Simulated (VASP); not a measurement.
# ZnS (F-43m) in VASP: a series of runs, part 2 of 2

VASP 6.6.1. The steps go on from the part before.

### Step 3. Single point, PBEsol

This run uses another cell than the first one, of 19.21 Å³/atom, 0.983 times its volume.

INCAR reads:

```
SYSTEM = ZnS
ALGO = Normal
EDIFF = 1E-6
ENCUT = 520
GGA = PS
ISIF = 2
ISMEAR = 0
LASPH = .TRUE.
LCHARG = .FALSE.
LREAL = .FALSE.
LWAVE = .FALSE.
NBANDS = 16
NELM = 100
PREC = Accurate
SIGMA = 0.02
```

KPOINTS reads:

```
k-points
0
G
  10 10 10
  0 0 0
```

POSCAR reads:

```
ZnS
1.0
    0.0000000000      2.6780454807      2.6780454807
    2.6780454807      0.0000000000      2.6780454807
    2.6780454807      2.6780454807      0.0000000000
Zn S
1 1
Direct
    0.0000000000      0.0000000000      0.0000000000
    0.7500000000      0.7500000000      0.7500000000
```

Potentials or basis: VASP PAW PBE potentials, release 64 (Zn, S).

On the command line:

```
cat potpaw_PBE.64/Zn/POTCAR potpaw_PBE.64/S/POTCAR > POTCAR
mpirun -np 1 vasp_std > vasp.out
```

OUTCAR:

```text
SYSTEM = ZnS
   EDIFF = 1E-6
   ENCUT = 520
   GGA = PS
   ISIF = 2
   ISMEAR = 0
   LASPH = .TRUE.
   LREAL = .FALSE.
   NELM = 100
   PREC = Accurate

 ion  position               nearest neighbor table
   1  0.000  0.000  0.000-   2 2.32   2 2.32   2 2.32   2 2.32
   2  0.750  0.750  0.750-   1 2.32   1 2.32   1 2.32   1 2.32

  LATTYP: Found a face centered cubic cell.
 ALAT       =     5.3560909614

  Lattice vectors:

 A1 = (   0.0000000000,   2.6780454807,   2.6780454807)
 A2 = (   2.6780454807,   0.0000000000,   2.6780454807)
 A3 = (   2.6780454807,   2.6780454807,   0.0000000000)

Analysis of symmetry for initial positions (statically):
=====================================================================
 Subroutine PRICEL returns:
 Original cell was already a primitive cell.

 Routine SETGRP: Setting up the symmetry group for a
 face centered cubic supercell.

 Subroutine GETGRP returns: Found 24 space group operations
 (whereof 24 operations were pure point group operations)
 out of a pool of 48 trial point group operations.

The static configuration has the point symmetry T_d .

Analysis of symmetry for dynamics (positions and initial velocities):
=====================================================================
 Subroutine PRICEL returns:
 Original cell was already a primitive cell.

 Routine SETGRP: Setting up the symmetry group for a
 face centered cubic supercell.

 Subroutine GETGRP returns: Found 24 space group operations
 (whereof 24 operations were pure point group operations)
 out of a pool of 48 trial point group operations.

The dynamic configuration has the point symmetry T_d .

 Subroutine INISYM returns: Found 24 space group operations
 (whereof 24 operations are pure point group operations),
 and found     1 'primitive' translations

----------------------------------------------------------------------------------------

                                     Primitive cell

  volume of cell :      38.4135
[... 108 lines left out ...]
     AMIX     =   0.40;   BMIX     =  1.00
     AMIX_MAG =   1.60;   BMIX_MAG =  1.00
  volume/ion in A,a.u.               =      19.21       129.61
  Fermi-wavevector in a.u.,A,eV,Ry     =   1.271563  2.402905 21.998869  1.616871
  Thomas-Fermi vector in A             =   2.404489
   LORBIT       =      0    0 simple, 1 ext, 2 COOP (PROOUT), +10 PAW based schemes
   GGA     = PS    functional components
   LHFCALC =     F    Hartree Fock is set to
   AEXX    =    0.0000 exact exchange contribution
   IVDW    =     0    specifies the selected vdW correction
   LEPSILON=     F    determine dielectric tensor
   LRPA    =     F    only Hartree local field effects (RPA)
 non-spin polarized calculation
 Gauss-broadening in eV      SIGMA  =   0.02
  energy-cutoff  :      520.00
  volume of cell :       38.41
 maximum number of plane-waves:      1056
   NGX = 15   NGY = 15   NGZ = 15

 number of electron      18.0000016 magnetization

 Free energy of the ion-electron system (eV)
  ---------------------------------------------------
  ext. energy  EPLUGINS =         0.00000000
  ---------------------------------------------------
  free energy    TOTEN  =        -7.58891346 eV

  energy without entropy =       -7.58891346  energy(sigma->0) =       -7.58891346

 E-fermi :   2.4120     XC(G=0):  -9.9759

 val. band max:        2.2663616452   @ k =   0.0000   0.0000   0.0000
 cond. band min:       4.3601257086   @ k =   0.0000   0.0000   0.0000
 fundamental gap:      2.0937640634
 Fermi energy:         2.4120387195

 k-point     1 :       0.0000    0.0000    0.0000
  band No.  band energies     occupation
      1     -11.0799      2.00000
      2      -4.2172      2.00000
      3      -4.2171      2.00000
      4      -4.2171      2.00000
      5      -3.6858      2.00000
      6      -3.6858      2.00000
[... 433 lines left out ...]
      3      -3.9567      2.00000
      4      -3.9488      2.00000
      5      -3.6658      2.00000
      6      -3.6241      2.00000
[... 8 lines left out ...]
     15      15.6888      0.00000
     16      18.2082      0.00000

 [... further k-points ...]

------------------------ aborting loop because EDIFF is reached ----------------------------------------

  FORCE on cell =-STRESS in cart. coord.  units (eV):
  Direction    XX          YY          ZZ          XY          YZ          ZX
  --------------------------------------------------------------------------------------
  -------------------------------------------------------------------------------------
  Total        0.0508476      0.0508476      0.0508476      0.0000000     -0.0000000     -0.0000000
  in kB        2.1207884      2.1207884      2.1207884      0.0000000     -0.0000000     -0.0000000
  external PRESSURE =       2.1207884 kB  Pullay stress =       0.0000000 kB

 VOLUME and BASIS-vectors are now :
 -----------------------------------------------------------------------------
  energy-cutoff  :      520.00
  volume of cell :       38.41
      direct lattice vectors                 reciprocal lattice vectors
     0.000000000  2.678045481  2.678045481    -0.186703327  0.186703327  0.186703327
     2.678045481  0.000000000  2.678045481     0.186703327 -0.186703327  0.186703327
     2.678045481  2.678045481  0.000000000     0.186703327  0.186703327 -0.186703327

 POSITION                                       TOTAL-FORCE (eV/Angst)
 -----------------------------------------------------------------------------------
      0.00000      0.00000      0.00000        -0.000000      0.000000     -0.000000
      4.01707      4.01707      4.01707         0.000000     -0.000000      0.000000
 -----------------------------------------------------------------------------------
    total drift:                               -0.000002     -0.000002     -0.000002

  FREE ENERGIE OF THE ION-ELECTRON SYSTEM (eV)
  ---------------------------------------------------
  free  energy   TOTEN  =        -7.5889134555 eV

  energy  without entropy=       -7.5889134555  energy(sigma->0) =       -7.58891346
```

stdout:

```text
POSCAR found type information on POSCAR ZnS
 POSCAR found :  2 types and       2 ions
 scaLAPACK will be used
 -----------------------------------------------------------------------------
|                                                                             |
|                                                                             |
|     You enforced a specific xc type in the INCAR file but a different       |
|     I HOPE YOU KNOW WHAT YOU ARE DOING!                                     |
|                                                                             |
 -----------------------------------------------------------------------------

 LDA part: xc-table for (Slater+PW92), standard interpolation
 POSCAR, INCAR and KPOINTS ok, starting setup
 FFT: planning ... GRIDC
 FFT: planning ... GRID_SOFT
 FFT: planning ... GRID
 WAVECAR not read
 entering main loop
```

Wall time 34 s (1 thread of Intel Xeon Platinum 8259CL at 2.50GHz (Skylake/Cascade Lake), shared host); peak memory 0.17 GiB.

Results:

```
Free energy            : -7.5889 eV
Pressure               : 0.2 GPa
Band gap on the k mesh : 2.09 eV, direct
```

Caveat: the PAW data sets were made with another functional, which shifts forces and pressure a little. A hybrid or GW would open this gap; PBEsol tends to underestimate it.

### Step 4. Single point, PBEsol

This run uses another cell than the first one, of 19.21 Å³/atom, 0.983 times its volume.

INCAR reads:

```
SYSTEM = ZnS
PREC     = Accurate       ! precision mode
ENCUT    = 520            ! plane-wave cutoff, eV
EDIFF    = 1E-7           ! SCF threshold, eV
ISMEAR   = 0              ! smearing method
SIGMA    = 0.01           ! smearing width, eV
LREAL    = .False.        ! projectors in reciprocal space
LASPH    = .True.         ! aspherical terms in the spheres
NELM     = 100            ! most SCF steps
ALGO     = Normal         ! electronic algorithm
ISIF     = 2              ! what is computed and relaxed
LWAVE    = .False.        ! write WAVECAR
LCHARG   = .True.         ! write CHGCAR
GGA      = PS             ! functional
LELF     = .True.         ! ELF
LVHAR    = .True.       
NBANDS   = 16             ! bands
```

KPOINTS reads:

```
Automatic mesh
0
Gamma
  10 10 10
  0 0 0
```

POSCAR is that of step 3.

On the command line:

```
cat potpaw_PBE.64/Zn/POTCAR potpaw_PBE.64/S/POTCAR > POTCAR
mpirun -np 1 vasp_std > vasp.out
```

It took 44 s on 1 thread of Intel Xeon Platinum 8259CL at 2.50GHz (Skylake/Cascade Lake), shared host; peak memory 0.17 GiB.

Results (log left out):

```yaml
Free_energy: -7.5889 eV
Pressure: 0.2 GPa
Band_gap_on_the_k_mesh: 2.09 eV, direct
```

Levels at points of the mesh, in eV from the valence-band top:
```
           k point  band 6  band 7  band 8  band 9  band 10  band 11  band 12  band 13
(0.00, 0.00, 0.00)   -5.95    0.00    0.00    0.00     2.09     6.29     6.29     6.29
(0.50, 0.00, 0.00)   -5.75   -5.54   -0.92   -0.92     3.25     6.82     6.82     8.80
(0.50, 0.50, 0.00)   -5.73   -4.71   -2.35   -2.35     3.18     3.96    11.02    12.06
```

Caveat: the PAW data sets were made with another functional, which shifts forces and pressure a little.

### Step 5. Single point, PBEsol

This run uses another cell than the first one: it holds 32 atoms, not 2.

INCAR reads:

```
SYSTEM = ZnS
PREC     = Accurate       ! precision mode
ENCUT    = 520            ! plane-wave cutoff, eV
EDIFF    = 1E-6           ! SCF threshold, eV
ISMEAR   = 0              ! smearing method
SIGMA    = 0.01           ! smearing width, eV
LREAL    = Auto         
LASPH    = .True.         ! aspherical terms in the spheres
NELM     = 60             ! most SCF steps
ALGO     = Normal         ! electronic algorithm
ISIF     = 2              ! what is computed and relaxed
LWAVE    = .False.        ! write WAVECAR
LCHARG   = .True.         ! write CHGCAR
GGA      = PS             ! functional
LELF     = .True.         ! ELF
LVHAR    = .True.       
NBANDS   = 166            ! bands
```

KPOINTS reads:

```
Automatic mesh
0
Gamma
  2 2 2
  0.5 0.5 0.5
```

POSCAR reads:

```
ZnS
1.0
   -5.3560909614      5.3560909614     -5.3560909614
    5.3560909614     -5.3560909614     -5.3560909614
   -5.3560909614     -5.3560909614      5.3560909614
Zn S
16 16
Direct
    0.5000000000      0.2500000000      0.2500000000
    0.2500000000      0.2500000000      0.5000000000
    0.0000000000      0.2500000000      0.7500000000
    0.7500000000      0.0000000000      0.2500000000
    0.7500000000      0.2500000000      0.0000000000
    0.5000000000      0.0000000000      0.5000000000
    0.2500000000      0.0000000000      0.7500000000
    0.0000000000      0.7500000000      0.2500000000
    1.0000000000      1.0000000000      1.0000000000
    0.7500000000      0.7500000000      0.5000000000
    0.5000000000      0.7500000000      0.7500000000
    0.2500000000      0.5000000000      0.2500000000
    0.2500000000      0.7500000000      0.0000000000
    0.0000000000      0.5000000000      0.5000000000
    0.7500000000      0.5000000000      0.7500000000
    0.5000000000      0.5000000000      0.0000000000
    0.5000000000      0.0000000000      0.2500000000
    0.2500000000      0.0000000000      0.5000000000
    0.0000000000      0.0000000000      0.7500000000
    0.7500000000      0.7500000000      0.2500000000
    0.7500000000      0.0000000000      0.0000000000
    0.5000000000      0.7500000000      0.5000000000
    0.2500000000      0.7500000000      0.7500000000
    0.0000000000      0.5000000000      0.2500000000
    0.0000000000      0.7500000000      0.0000000000
    0.7500000000      0.5000000000      0.5000000000
    0.5000000000      0.5000000000      0.7500000000
    0.2500000000      0.2500000000      0.2500000000
    0.2500000000      0.5000000000      0.0000000000
    0.0000000000      0.2500000000      0.5000000000
    0.7500000000      0.2500000000      0.7500000000
    0.5000000000      0.2500000000      0.0000000000
```

On the command line:

```
cat potpaw_PBE.64/Zn/POTCAR potpaw_PBE.64/S/POTCAR > POTCAR
mpirun -np 1 vasp_std > vasp.out
```

It took 11 min on 1 thread of Intel Xeon Platinum 8259CL at 2.50GHz (Skylake/Cascade Lake), shared host; peak memory 0.73 GiB.

It converged, with:

```
Free energy            : -121.4443 eV
Pressure               : 0.2 GPa
Band gap on the k mesh : 3.75 eV
```

Levels at points of the mesh, in eV from the valence-band top:
| k point | band 142 | band 143 | band 144 | band 145 | band 146 | band 147 |
| --- | --- | --- | --- | --- | --- | --- |
| (0.25, 0.25, 0.25) | -0.06 | -0.06 | -0.06 | 3.88 | 3.88 | 3.88 |

Caveat: the PAW data sets were made with another functional, which shifts forces and pressure a little.

### Step 6. Overview

```tsv
cell	k mesh	smearing	gap on the mesh (eV)	pressure (GPa)
a = 3.809 Å, angles 60.0°, 2 atoms	6 × 6 × 6	gaussian 0.1 eV	2.02	-1.1
a = 3.787 Å, angles 60.0°, 2 atoms	10 × 10 × 10	gaussian 0.02 eV	2.09	0.2
a = 3.787 Å, angles 60.0°, 2 atoms	10 × 10 × 10	gaussian 0.01 eV	2.09	0.2
a = 9.277 Å, angles 109.5°, 32 atoms	2 × 2 × 2, shifted	gaussian 0.01 eV	3.75	0.2
```

Alike in all rows: task single point; level PBEsol; potentials or basis VASP PAW PBE potentials, release 64 (Zn, S); no spin polarisation; cutoff (eV) 520.

Caveats: the PAW data sets were made with another functional, which shifts forces and pressure a little.

Total energies depend on the potentials used, so only differences within one code and one set of settings carry meaning.
